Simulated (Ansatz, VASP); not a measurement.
# One calculation of HfC, two programs

Contents of INCAR:

```
PREC = Accurate ; ENCUT = 520
EDIFF = 1E-8 ; ISMEAR = -1
SIGMA = 0.05 ; LREAL = F
LASPH = T ; NELM = 100
ALGO = Normal ; ISIF = 2
LWAVE = F ; LCHARG = F
GGA = PE ; LEFG = T
NBANDS = 14
```

The input KPOINTS:

```
regular mesh
0
Gamma
  14 14 14
```

File POSCAR:

```
HfC
1.0
    0.0000000000      2.3171388429      2.3171388429
    2.3171388429      0.0000000000      2.3171388429
    2.3171388429      2.3171388429      0.0000000000
Hf C
1 1
Direct
    0.0000000000      0.0000000000      0.0000000000
    0.5000000000      0.5000000000      0.5000000000
```

Input for Ansatz:

```yaml
crystal:
  lattice:
    - [0.0, 2.3171388429, 2.3171388429]
    - [2.3171388429, 0.0, 2.3171388429]
    - [2.3171388429, 2.3171388429, 0.0]
  atoms:
    - { symbol: Hf, position: [0.0, 0.0, 0.0] }
    - { symbol: C, position: [0.5, 0.5, 0.5] }
kpoints:
  mp_grid: { grid: [14, 14, 14] }
  band_path:
    path:
      - [0.0, 0.0, 0.0]
      - [0.5, 0.0, 0.5]
      - [0.625, 0.25, 0.625]
      - [0.375, 0.375, 0.75]
      - [0.0, 0.0, 0.0]
      - [0.5, 0.5, 0.5]
      - [0.5, 0.25, 0.75]
      - [0.5, 0.0, 0.5]
    npoints: 5
scf:
  occupations: { method: fermi_dirac, width: 0.05 }
hamiltonian:
  xc: pbe
  pseudopotentials: { kind: paw }
output:
  forces: true
  stress: true
  eigenvalues: true
  efg: { contact_densities: true }
```

Alike in both runs: task electric field gradients; functional PBE; k mesh 14 × 14 × 14; occupations fermi-dirac, width 0.05 eV; no spin polarisation.

|  | VASP | Ansatz |
| --- | --- | --- |
| version | VASP 6.6.1 | Ansatz 0.2.0 |
| potentials or method | VASP PAW PBE potentials, release 64 (Hf_pv, C) | PAW with Ansatz's default frozen-core files, scalar-relativistic |
| plane-wave cutoff (eV) | 520 | 420 |
| valence electrons in the cell | 14 | 30 |

VASP gave:

| Property | Result |
| --- | --- |
| pressure (GPa) | 2.0 |

Question: Estimate Ansatz's values.

Answer: Pressure (GPa): 2.6.

The functional is the same, so the differences come from potentials, cutoffs and numerics. VASP's potentials hold 14 valence electrons a cell and Ansatz's 30, so a difference there can come from the potentials and not from the codes.

Spin-orbit coupling is off throughout.
